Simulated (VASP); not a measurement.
# AgO (I-4m2) in VASP: a series of runs

AgO is run at these levels: PBEsol; tasks: single point.

Everything below comes from runs of VASP 6.6.1. Logs are shortened: lines on timing, memory, paths and dates and some standing lists are left out, and cuts for length are marked.

## (1) The cell of the first run

It takes space group I-4m2 (No. 119, tetragonal). The conventional cell has a = 3.789 Å, b = 3.789 Å, c = 4.816 Å, α = 90.00°, β = 90.00°, γ = 90.00°. Within 3.0 Å of Ag (site symmetry -4m2) lie 4 O at 2.24 Å. O (site symmetry -4m2) has 4 Ag at 2.24 Å within 3.0 Å.

## (2) Single point, PBEsol (strain +0.1125 x Voigt [1, 1, 0, 0, 0, 0])

Contents of INCAR:

```
PREC = Accurate
ENCUT = 520
EDIFF = 1E-7
ISMEAR = 0
SIGMA = 0.15
LREAL = F
LASPH = T
NELM = 60
ALGO = Normal
ISIF = 2
LWAVE = F
LCHARG = F
GGA = PS
NBANDS = 16
```

Contents of KPOINTS:

```
regular mesh
0
Gamma
  18 18 18
```

Contents of POSCAR:

```
AgO
1.0
    0.0000000000      2.6789000000      2.4080000000
    2.6789000000      0.0000000000      2.4080000000
    2.6789000000      2.6789000000      0.0000000000
Ag O
1 1
Direct
    0.0000000000      0.0000000000      0.0000000000
    0.7500000000      0.7500000000      0.7500000000
```

Potentials or basis: VASP PAW PBE potentials, release 64 (Ag, O).

Started as:

```sh
> cat potpaw_PBE.64/Ag/POTCAR potpaw_PBE.64/O/POTCAR > POTCAR
> mpirun -np 1 vasp_std > vasp.out
```

OUTCAR:

```text
PREC = Accurate
   ENCUT = 520
   EDIFF = 1E-7
   ISMEAR = 0
   LREAL = F
   LASPH = T
   NELM = 60
   ISIF = 2
   GGA = PS

 ion  position               nearest neighbor table
   1  0.000  0.000  0.000-   2 2.24   2 2.24   2 2.24   2 2.24
   2  0.750  0.750  0.750-   1 2.24   1 2.24   1 2.24   1 2.24

  LATTYP: Found a body centered tetragonal cell.
 ALAT       =     3.7885367122
 C/A-ratio  =     1.2712032021

  Lattice vectors:

 A1 = (   0.0000000000,  -2.6789000000,  -2.4080000000)
 A2 = (   0.0000000000,   2.6789000000,  -2.4080000000)
 A3 = (   2.6789000000,   0.0000000000,   2.4080000000)

Analysis of symmetry for initial positions (statically):
=====================================================================
 Subroutine PRICEL returns:
 Original cell was already a primitive cell.

 Routine SETGRP: Setting up the symmetry group for a
 body centered tetragonal supercell.

 Subroutine GETGRP returns: Found  8 space group operations
 (whereof  8 operations were pure point group operations)
 out of a pool of 16 trial point group operations.

The static configuration has the point symmetry D_2d.

Analysis of symmetry for dynamics (positions and initial velocities):
=====================================================================
 Subroutine PRICEL returns:
 Original cell was already a primitive cell.

 Routine SETGRP: Setting up the symmetry group for a
 body centered tetragonal supercell.

 Subroutine GETGRP returns: Found  8 space group operations
 (whereof  8 operations were pure point group operations)
 out of a pool of 16 trial point group operations.

The dynamic configuration has the point symmetry D_2d.

 Subroutine INISYM returns: Found  8 space group operations
 (whereof  8 operations are pure point group operations),
 and found     1 'primitive' translations

----------------------------------------------------------------------------------------

                                     Primitive cell

  volume of cell :      34.5620

  direct lattice vectors                    reciprocal lattice vectors
     0.000000000  2.678900000  2.408000000    -0.186643772  0.186643772  0.207641196
     2.678900000  0.000000000  2.408000000     0.186643772 -0.186643772  0.207641196
     2.678900000  2.678900000  0.000000000     0.186643772  0.186643772 -0.207641196

  length of vectors
     3.602078457  3.602078457  3.788536712     0.335837254  0.335837254  0.335837254

  position of ions in fractional coordinates (direct lattice)
     0.000000000  0.000000000  0.000000000
     0.750000000  0.750000000  0.750000000

  ion indices of the primitive-cell ions
   primitive index   ion index
                 1           1
                 2           2

----------------------------------------------------------------------------------------

 KPOINTS: regular mesh

Automatic generation of k-mesh.
 Grid dimensions read from file:
 generate k-points for:   18   18   18

 Generating k-lattice:

  Cartesian coordinates                     Fractional coordinates (reciprocal lattice)
    -0.010369098  0.010369098  0.011535622     0.055555556  0.000000000  0.000000000
     0.010369098 -0.010369098  0.011535622     0.000000000  0.055555556  0.000000000
     0.010369098  0.010369098 -0.011535622     0.000000000  0.000000000  0.055555556

  Length of vectors
     0.018657625  0.018657625  0.018657625

  Shift w.r.t. Gamma in fractional coordinates (k-lattice)
     0.000000000  0.000000000  0.000000000

 Subroutine IBZKPT returns following result:
 ===========================================

 Found    480 irreducible k-points:

 Following reciprocal coordinates:
            Coordinates               Weight
  0.000000  0.000000  0.000000      1.000000
  0.055556 -0.000000  0.000000      8.000000
  0.111111 -0.000000  0.000000      8.000000
  0.166667 -0.000000  0.000000      8.000000
  0.222222 -0.000000  0.000000      8.000000
  0.277778  0.000000  0.000000      8.000000
[... 16 lines left out ...]
 -0.277778  0.055556  0.000000      8.000000
 -0.222222  0.055556  0.000000      8.000000
 [... further k-points ...]
   k-points           NKPTS =    480   k-points in BZ     NKDIM =    480   number of bands    NBANDS=     16
   number of dos      NEDOS =    301   number of ions     NIONS =      2
   total plane-waves  NPLWV =  21952
   dimension x,y,z NGX =    28 NGY =   28 NGZ =   28
   dimension x,y,z NGXF=    56 NGYF=   56 NGZF=   56
   ions per type =               1   1
   NGX,Y,Z   is equivalent  to a cutoff of  12.92, 12.92, 12.29 a.u.
   NGXF,Y,Z  is equivalent  to a cutoff of  25.85, 25.85, 24.57 a.u.
 SYSTEM =  unknown system
   PREC   = accura    normal or accurate (medium, high low for compatibility)
   ISTART =      0    job   : 0-new  1-cont  2-samecut
   ICHARG =      2    charge: 1-file 2-atom 10-const
   ISPIN  =      1    spin polarized calculation?
   LNONCOLLINEAR =      F non collinear calculations
   LSORBIT =      F    spin-orbit coupling
   LASPH  =      T    aspherical Exc in radial PAW
   ENCUT  =  520.0 eV  38.22 Ry    6.18 a.u.   6.70  6.70  7.04*2*pi/ulx,y,z
   NELM   =     60;   NELMIN=  2; NELMDL= -5     # of ELM steps
   EDIFF  = 0.1E-06   stopping-criterion for ELM
   LREAL  =      F    real-space projection
   EDIFFG = 0.1E-05   stopping-criterion for IOM
   NSW    =      0    number of steps for IOM
   IBRION =     -1    ionic relax: 0-MD 1-quasi-New 2-CG
   NFREE  =      0    steps in history (QN), initial steepest desc. (CG)
   ISIF   =      2    stress and relaxation
   ISYM   =      2    0-nonsym 1-usesym 2-fastsym
   POTIM  = 0.5000    time-step for ionic-motion
   TEBEG  =    0.0;   TEEND  =   0.0 temperature during run
   PSTRESS=    0.0 pullay stress
   NELECT =      17.0000    total number of electrons
   NUPDOWN=      -1.0000    fix difference up-down
   EMIN   =  10.00;   EMAX   =-10.00  energy-range for DOS
   EFERMI =   0.00;   METHOD = LEGACY
   ISMEAR =     0;   SIGMA  =   0.15  broadening in eV -4-tet -1-fermi 0-gaus
   EFERMI_NEDOS =   21; number of points for ismear=-14 and -15
   IALGO  =     38    algorithm
   IMIX   =      4    mixing-type and parameters
     AMIX     =   0.40;   BMIX     =  1.00
     AMIX_MAG =   1.60;   BMIX_MAG =  1.00
  volume/ion in A,a.u.               =      17.28       116.62
  Fermi-wavevector in a.u.,A,eV,Ry     =   1.292284  2.442063 22.721702  1.669998
  Thomas-Fermi vector in A             =   2.424001
   LORBIT       =      0    0 simple, 1 ext, 2 COOP (PROOUT), +10 PAW based schemes
   GGA     = PS    functional components
   LHFCALC =     F    Hartree Fock is set to
   AEXX    =    0.0000 exact exchange contribution
   IVDW    =     0    specifies the selected vdW correction
   LEPSILON=     F    determine dielectric tensor
   LRPA    =     F    only Hartree local field effects (RPA)
 non-spin polarized calculation
 Gauss-broadening in eV      SIGMA  =   0.15
  energy-cutoff  :      520.00
  volume of cell :       34.56
 maximum number of plane-waves:       944
   NGX = 13   NGY = 13   NGZ = 15

 number of electron      17.0000003 magnetization

 Free energy of the ion-electron system (eV)
  ---------------------------------------------------
  ext. energy  EPLUGINS =         0.00000000
  ---------------------------------------------------
  free energy    TOTEN  =        -7.93010302 eV

  energy without entropy =       -7.89871716  energy(sigma->0) =       -7.91441009

 E-fermi :   2.2764     XC(G=0): -10.1189

 val. band max:        2.2758129963   @ k =   0.5000   0.1111   0.0556
 cond. band min:       2.2768034094   @ k =   0.3889   0.0556   0.0000
 fundamental gap:      0.0009904131
 Fermi energy:         2.2763697241

 k-point     1 :       0.0000    0.0000    0.0000
  band No.  band energies     occupation
      1     -14.6743      2.00000
      2      -2.2955      2.00000
      3      -2.2955      2.00000
      4      -2.1867      2.00000
      5      -0.4813      2.00000
      6      -0.2676      2.00000
[... 8 lines left out ...]
     15      19.8322      0.00000
     16      19.8745      0.00000

 k-point     2 :       0.0556   -0.0000    0.0000
  band No.  band energies     occupation
      1     -14.6675      2.00000
      2      -2.2976      2.00000
      3      -2.2860      2.00000
      4      -2.1785      2.00000
      5      -0.4814      2.00000
      6      -0.2720      2.00000
[... 8 lines left out ...]
     15      19.7090      0.00000
     16      20.5192      0.00000

 k-point     3 :       0.1111   -0.0000    0.0000
  band No.  band energies     occupation
      1     -14.6477      2.00000
      2      -2.3042      2.00000
      3      -2.2595      2.00000
      4      -2.1483      2.00000
      5      -0.4794      2.00000
      6      -0.2838      2.00000
[... 8 lines left out ...]
     15      19.4771      0.00000
     16      20.9500      0.00000

 k-point     4 :       0.1667   -0.0000    0.0000
  band No.  band energies     occupation
      1     -14.6176      2.00000
      2      -2.3043      2.00000
      3      -2.2213      2.00000
      4      -2.0939      2.00000
      5      -0.4698      2.00000
      6      -0.2983      2.00000
[... 8 lines left out ...]
     15      19.3173      0.00000
     16      20.8093      0.00000
[... 324 lines left out ...]
 k-point    22 :      -0.3333    0.0556    0.0000
  band No.  band energies     occupation
      1     -14.4931      2.00000
      2      -2.0942      2.00000
      3      -2.0314      2.00000
      4      -1.8170      2.00000
      5      -0.3635      2.00000
      6      -0.2938      2.00000
[... 8 lines left out ...]
     15      19.4328      0.00000
     16      21.2583      0.00000

 k-point    23 :      -0.2778    0.0556    0.0000
  band No.  band energies     occupation
      1     -14.5275      2.00000
      2      -2.1541      2.00000
      3      -2.1241      2.00000
      4      -1.8926      2.00000
      5      -0.4272      2.00000
      6      -0.2982      2.00000
[... 8 lines left out ...]
     15      19.0353      0.00000
     16      21.2668      0.00000

 k-point    24 :      -0.2222    0.0556    0.0000
  band No.  band energies     occupation
      1     -14.5656      2.00000
      2      -2.2443      2.00000
      3      -2.1632      2.00000
      4      -1.9646      2.00000
      5      -0.4717      2.00000
      6      -0.2990      2.00000
[... 8 lines left out ...]
     15      18.7396      0.00000
     16      21.3646      0.00000

 [... further k-points ...]

------------------------ aborting loop because EDIFF is reached ----------------------------------------

  FORCE on cell =-STRESS in cart. coord.  units (eV):
  Direction    XX          YY          ZZ          XY          YZ          ZX
  --------------------------------------------------------------------------------------
  -------------------------------------------------------------------------------------
  Total       -2.3809543     -2.3809543     -2.1320741      0.0000000      0.0000000      0.0000000
  in kB     -110.3728241   -110.3728241    -98.8356003      0.0000000      0.0000000      0.0000000
  external PRESSURE =    -106.5270828 kB  Pullay stress =       0.0000000 kB

 VOLUME and BASIS-vectors are now :
 -----------------------------------------------------------------------------
  energy-cutoff  :      520.00
  volume of cell :       34.56
      direct lattice vectors                 reciprocal lattice vectors
     0.000000000  2.678900000  2.408000000    -0.186643772  0.186643772  0.207641196
     2.678900000  0.000000000  2.408000000     0.186643772 -0.186643772  0.207641196
     2.678900000  2.678900000  0.000000000     0.186643772  0.186643772 -0.207641196

 POSITION                                       TOTAL-FORCE (eV/Angst)
 -----------------------------------------------------------------------------------
      0.00000      0.00000      0.00000        -0.000000     -0.000000     -0.000000
      4.01835      4.01835      3.61200         0.000000      0.000000      0.000000
 -----------------------------------------------------------------------------------
    total drift:                                0.000000      0.000000     -0.000002

  FREE ENERGIE OF THE ION-ELECTRON SYSTEM (eV)
  ---------------------------------------------------
  free  energy   TOTEN  =        -7.9301030215 eV

  energy  without entropy=       -7.8987171648  energy(sigma->0) =       -7.91441009
```

It took 2 min on 1 thread of Intel Xeon 6975P-C (Granite Rapids), shared host; peak memory 0.36 GiB.

Results:

| Item | Value |
| --- | --- |
| Free energy | -7.9301 eV |
| Pressure | -10.7 GPa |
| Band gap on the k mesh | zero (an odd number of electrons rules out a gap without spin polarisation) |

Stress tensor (GPa, compression positive):
```
-11.04   0.00   0.00
  0.00 -11.04   0.00
  0.00   0.00  -9.88
```

Levels at points of the mesh, in eV from the Fermi level:
```
           k point  band 7  band 8  band 9  band 10  band 11  band 12
(0.00, 0.00, 0.00)    0.47    0.58    0.58     0.75    13.08    13.10
(0.50, 0.00, 0.00)   -2.34   -0.07    0.02     5.00     6.52    12.16
(0.50, 0.50, 0.00)   -1.24   -1.11   -1.11     5.92     8.19    10.61
(0.50, 0.00, 0.50)   -1.63   -1.27   -0.82     5.75     7.38    11.30
```

Caveat: the cell differs from its parent crystal (strain +0.1125 x Voigt [1, 1, 0, 0, 0, 0]); the cell stands under tension; the PAW data sets were made with another functional, which shifts forces and pressure a little; an odd number of electrons without spin polarisation forces a metal; a magnetic or distorted state may lie lower.

## (3) Single point, PBEsol (strain +0.1500 x Voigt [1, 1, 0, 0, 0, 0])

Contents of INCAR:

```
ALGO     = Normal         # electronic algorithm
EDIFF    = 1E-7           # SCF threshold, eV
ENCUT    = 520            # plane-wave cutoff, eV
GGA      = PS             # functional
ISIF     = 2              # what is computed and relaxed
ISMEAR   = 0              # smearing method
LASPH    = True           # aspherical terms in the spheres
LCHARG   = False          # write CHGCAR
LREAL    = False          # projectors in reciprocal space
LWAVE    = False          # write WAVECAR
NBANDS   = 16             # bands
NELM     = 100            # most SCF steps
PREC     = Accurate       # precision mode
SIGMA    = 0.15           # smearing width, eV
```

Contents of KPOINTS:

```
k-points
0
Gamma
  18 18 18
```

Contents of POSCAR:

```
AgO
1.0
    0.0000000000      2.7692000000      2.4080000000
    2.7692000000      0.0000000000      2.4080000000
    2.7692000000      2.7692000000      0.0000000000
Ag O
1 1
Direct
    0.0000000000      0.0000000000      0.0000000000
    0.7500000000      0.7500000000      0.7500000000
```

Potentials or basis: VASP PAW PBE potentials, release 64 (Ag, O).

Started as:

```sh
> cat potpaw_PBE.64/Ag/POTCAR potpaw_PBE.64/O/POTCAR > POTCAR
> mpirun -np 1 vasp_std > vasp.out
```

It took 2 min on 1 thread of Intel Xeon 6975P-C (Granite Rapids), shared host; peak memory 0.38 GiB.

It converged, with:

| Property | Result |
| --- | --- |
| Free energy | -7.7436 eV |
| Pressure | -13.5 GPa |
| Band gap on the k mesh | zero (an odd number of electrons rules out a gap without spin polarisation) |

Stress tensor (GPa, compression positive):
```
-14.24   0.00   0.00
  0.00 -14.24   0.00
  0.00   0.00 -11.98
```

Levels at points of the mesh, in eV from the Fermi level:
```tsv
k point	band 7	band 8	band 9	band 10	band 11	band 12
(0.00, 0.00, 0.00)	0.48	0.48	0.54	0.67	12.77	12.84
(0.50, 0.00, 0.00)	-2.19	-0.08	0.04	4.84	6.41	11.68
(0.50, 0.50, 0.00)	-1.09	-1.04	-1.04	5.97	7.71	10.55
(0.50, 0.00, 0.50)	-1.55	-1.19	-0.65	5.69	6.92	11.26
```

Caveat: the cell differs from its parent crystal (strain +0.1500 x Voigt [1, 1, 0, 0, 0, 0]); the cell stands under tension; the PAW data sets were made with another functional, which shifts forces and pressure a little; an odd number of electrons without spin polarisation forces a metal; a magnetic or distorted state may lie lower.
